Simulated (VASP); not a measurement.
# Sn (C2/m) in VASP: single point with PBE

Aim: the single point of Sn with PBE.

Everything below comes from runs of VASP 6.6.1. Logs are shortened: lines on timing, memory, paths and dates and some standing lists are left out, and cuts for length are marked.

## Step 1: The cell of the first run

Symmetry: C2/m, No. 12, monoclinic system. Conventional cell: a = 6.694 Å, b = 5.880 Å, c = 3.199 Å, α = 90.00°, β = 118.54°, γ = 90.00°. Sn (site symmetry m) has 8 Sn at 2.51 to 3.56 Å within 3.6 Å.

## Step 2: Single point, PBE (atom 1 (Sn) moved by (-0.450, -0.450) A along y and z)

INCAR

```
SYSTEM = Sn
PREC = Accurate ; ENCUT = 520
EDIFF = 1E-6 ; ISMEAR = 0
SIGMA = 0.15 ; LREAL = .False.
LASPH = .True. ; NELM = 80
ALGO = Fast ; ISIF = 2
LWAVE = .False. ; LCHARG = .True.
GGA = PE ; LELF = .True.
LVHAR = .True. ; NBANDS = 21
```

KPOINTS

```
Automatic mesh
0
Gamma
  16 16 16
  0 0 0
```

POSCAR

```
Sn
1.0
   -2.9401404553      2.9401404553      1.5993019889
    2.9401404553     -2.9401404553      1.5993019889
    2.9401404553      2.9401404553     -1.5993019889
Sn
2
Direct
    0.5327866683      0.1093136246      0.4234730437
    0.0000000000      0.0000000000      0.0000000000
```

Potentials or basis: VASP PAW PBE potentials, release 64 (Sn_d).

Command:

```
$ cat potpaw_PBE.64/Sn_d/POTCAR > POTCAR
$ mpirun -np 1 vasp_std > vasp.out
```

OUTCAR:

```text
SYSTEM = Sn
   PREC = Accurate
   ENCUT = 520
   EDIFF = 1E-6
   ISMEAR = 0
   LREAL = .False.
   LASPH = .True.
   NELM = 80
   ISIF = 2
   GGA = PE

 ion  position               nearest neighbor table
   1  0.533  0.109  0.423-   2 2.51   2 3.23   2 3.23   2 3.41   2 3.56   2 3.56
   2  0.000  0.000  0.000-   1 2.51   1 3.23   1 3.23   1 3.41   1 3.56   1 3.56

  LATTYP: Found a body centered tetragonal cell.
 ALAT       =     5.8802809106
 C/A-ratio  =     0.5439542815

  Lattice vectors:

 A1 = (  -2.9401404553,   2.9401404553,   1.5993019889)
 A2 = (   2.9401404553,  -2.9401404553,   1.5993019889)
 A3 = (   2.9401404553,   2.9401404553,  -1.5993019889)

Analysis of symmetry for initial positions (statically):
=====================================================================
 Subroutine PRICEL returns:
 Original cell was already a primitive cell.

 Routine SETGRP: Setting up the symmetry group for a
 body centered tetragonal supercell.

 Subroutine GETGRP returns: Found  4 space group operations
 (whereof  2 operations were pure point group operations)
 out of a pool of 16 trial point group operations.

The static configuration has the point symmetry C_1h.
 The point group associated with its full space group is C_2h.

Analysis of symmetry for dynamics (positions and initial velocities):
=====================================================================
 Subroutine PRICEL returns:
 Original cell was already a primitive cell.

 Routine SETGRP: Setting up the symmetry group for a
 body centered tetragonal supercell.

 Subroutine GETGRP returns: Found  4 space group operations
 (whereof  2 operations were pure point group operations)
 out of a pool of 16 trial point group operations.

The dynamic configuration has the point symmetry C_1h.
 The point group associated with its full space group is C_2h.

 Subroutine INISYM returns: Found  4 space group operations
 (whereof  2 operations are pure point group operations),
 and found     1 'primitive' translations

----------------------------------------------------------------------------------------

                                     Primitive cell

  volume of cell :      55.3002

  direct lattice vectors                    reciprocal lattice vectors
    -2.940140455  2.940140455  1.599301989     0.000000000  0.170059903  0.312636390
     2.940140455 -2.940140455  1.599301989     0.170059903  0.000000000  0.312636390
     2.940140455  2.940140455 -1.599301989     0.170059903  0.170059903  0.000000000

  length of vectors
     4.454954393  4.454954393  4.454954393     0.355895888  0.355895888  0.240501021
[... 75 lines left out ...]
   ISPIN  =      1    spin polarized calculation?
   LNONCOLLINEAR =      F non collinear calculations
   LSORBIT =      F    spin-orbit coupling
   LASPH  =      T    aspherical Exc in radial PAW
   ENCUT  =  520.0 eV  38.22 Ry    6.18 a.u.   8.28  8.28  8.28*2*pi/ulx,y,z
   NELM   =     80;   NELMIN=  2; NELMDL= -5     # of ELM steps
   EDIFF  = 0.1E-05   stopping-criterion for ELM
   LREAL  =      F    real-space projection
[... 7 lines left out ...]
   TEBEG  =    0.0;   TEEND  =   0.0 temperature during run
   PSTRESS=    0.0 pullay stress
   NELECT =      28.0000    total number of electrons
   NUPDOWN=      -1.0000    fix difference up-down
   EMIN   =  10.00;   EMAX   =-10.00  energy-range for DOS
   EFERMI =   0.00;   METHOD = LEGACY
   ISMEAR =     0;   SIGMA  =   0.15  broadening in eV -4-tet -1-fermi 0-gaus
   EFERMI_NEDOS =   21; number of points for ismear=-14 and -15
   IALGO  =     68    algorithm
   IMIX   =      4    mixing-type and parameters
     AMIX     =   0.40;   BMIX     =  1.00
     AMIX_MAG =   1.60;   BMIX_MAG =  1.00
  volume/ion in A,a.u.               =      27.65       186.59
  Fermi-wavevector in a.u.,A,eV,Ry     =   1.304824  2.465760 23.164816  1.702566
  Thomas-Fermi vector in A             =   2.435734
   LORBIT       =      0    0 simple, 1 ext, 2 COOP (PROOUT), +10 PAW based schemes
   GGA     = PE    functional components
   LHFCALC =     F    Hartree Fock is set to
   AEXX    =    0.0000 exact exchange contribution
   IVDW    =     0    specifies the selected vdW correction
   LEPSILON=     F    determine dielectric tensor
   LRPA    =     F    only Hartree local field effects (RPA)
 non-spin polarized calculation
 RMM-DIIS sequential band-by-band and
 Gauss-broadening in eV      SIGMA  =   0.15
  energy-cutoff  :      520.00
  volume of cell :       55.30
 maximum number of plane-waves:      1507
 NGX is ok and might be reduce to    36
   NGX = 17   NGY = 17   NGZ = 17

 number of electron      27.9999998 magnetization

 Free energy of the ion-electron system (eV)
  ---------------------------------------------------
  ext. energy  EPLUGINS =         0.00000000
  ---------------------------------------------------
  free energy    TOTEN  =        -6.83614495 eV

  energy without entropy =       -6.82407291  energy(sigma->0) =       -6.83010893

 E-fermi :   7.7329     XC(G=0): -10.1786

 val. band max:        7.7302424566   @ k =  -0.0625   0.3750  -0.1250
 cond. band min:       7.7338235465   @ k =  -0.2500   0.0000   0.3750
 fundamental gap:      0.0035810899
 Fermi energy:         7.7329170935

 k-point     1 :       0.0000    0.0000    0.0000
  band No.  band energies     occupation
      1     -14.3177      2.00000
      2     -13.9808      2.00000
      3     -13.9192      2.00000
      4     -13.8846      2.00000
      5     -13.8066      2.00000
      6     -13.7790      2.00000
[... 565 lines left out ...]
     20      17.2658      0.00000
     21      17.6020      0.00000

 [... further k-points ...]

------------------------ aborting loop because EDIFF is reached ----------------------------------------

  FORCE on cell =-STRESS in cart. coord.  units (eV):
  Direction    XX          YY          ZZ          XY          YZ          ZX
  --------------------------------------------------------------------------------------
  -------------------------------------------------------------------------------------
  Total       -0.9463726      8.5203007      0.3010263      0.0000000      1.0551205      0.0000000
  in kB      -27.4186533    246.8532669      8.7214440      0.0000000     30.5693359      0.0000000
  external PRESSURE =      76.0520192 kB  Pullay stress =       0.0000000 kB

 VOLUME and BASIS-vectors are now :
 -----------------------------------------------------------------------------
  energy-cutoff  :      520.00
  volume of cell :       55.30
      direct lattice vectors                 reciprocal lattice vectors
    -2.940140455  2.940140455  1.599301989     0.000000000  0.170059903  0.312636390
     2.940140455 -2.940140455  1.599301989     0.170059903  0.000000000  0.312636390
     2.940140455  2.940140455 -1.599301989     0.170059903  0.170059903  0.000000000

 POSITION                                       TOTAL-FORCE (eV/Angst)
 -----------------------------------------------------------------------------------
      0.00000      2.49014      0.34965         0.000000      3.971541      0.545849
      0.00000      0.00000      0.00000        -0.000000     -3.971541     -0.545849
 -----------------------------------------------------------------------------------
    total drift:                               -0.000000      0.000014     -0.000001

  FREE ENERGIE OF THE ION-ELECTRON SYSTEM (eV)
  ---------------------------------------------------
  free  energy   TOTEN  =        -6.8361449483 eV

  energy  without entropy=       -6.8240729094  energy(sigma->0) =       -6.83010893
```

OSZICAR:

```text
N       E                     dE             d eps       ncg     rms          rms(c)
DAV:   1     0.224343347282E+03    0.22434E+03   -0.14457E+04 46839   0.207E+03
DAV:   2     0.165137045402E+02   -0.20783E+03   -0.20365E+03 46396   0.456E+02
DAV:   3    -0.613275620561E+01   -0.22646E+02   -0.22465E+02 53276   0.136E+02
DAV:   4    -0.685194336519E+01   -0.71919E+00   -0.71866E+00 52820   0.269E+01
DAV:   5    -0.688114070215E+01   -0.29197E-01   -0.29197E-01 65781   0.507E+00    0.276E+00
RMM:   6    -0.684720545313E+01    0.33935E-01   -0.30576E-02 57724   0.207E+00    0.160E+00
RMM:   7    -0.683570115839E+01    0.11504E-01   -0.32609E-02 58606   0.190E+00    0.164E-01
RMM:   8    -0.683591110743E+01   -0.20995E-03   -0.75065E-03 62912   0.868E-01    0.662E-02
RMM:   9    -0.683614030487E+01   -0.22920E-03   -0.25480E-03 74477   0.393E-01    0.703E-02
RMM:  10    -0.683613606060E+01    0.42443E-05   -0.16230E-04 62633   0.130E-01    0.312E-02
RMM:  11    -0.683614506186E+01   -0.90013E-05   -0.86708E-05 77569   0.691E-02    0.145E-02
RMM:  12    -0.683614494830E+01    0.11356E-06   -0.57379E-06 58665   0.284E-02
   1 F= -.68361449E+01 E0= -.68301089E+01  d E =-.120720E-01
```

It took 9.3 min on 1 thread of Intel Xeon 6975P-C (Granite Rapids), shared host; peak memory 1 GiB.

What came out:

* Free energy: -6.8361 eV
* Pressure: 7.6 GPa
* Largest force: 4.009 eV/Å
* Band gap on the k mesh: zero (bands 14 and 15 overlap by 4.08 eV)

Forces on the atoms (eV/Å):
```
Sn   0.000  3.972  0.546
Sn   0.000 -3.972 -0.546
```

Caveat: the cell differs from its parent crystal (atom 1 (Sn) moved by (-0.450, -0.450) A along y and z); the stress differs along the axes, from -3 to 25 GPa; spin-orbit coupling is left out, which moves the levels of the heavy elements; forces of over 1 eV/Å act on the atoms, so gaps and moduli don't describe the material at rest.
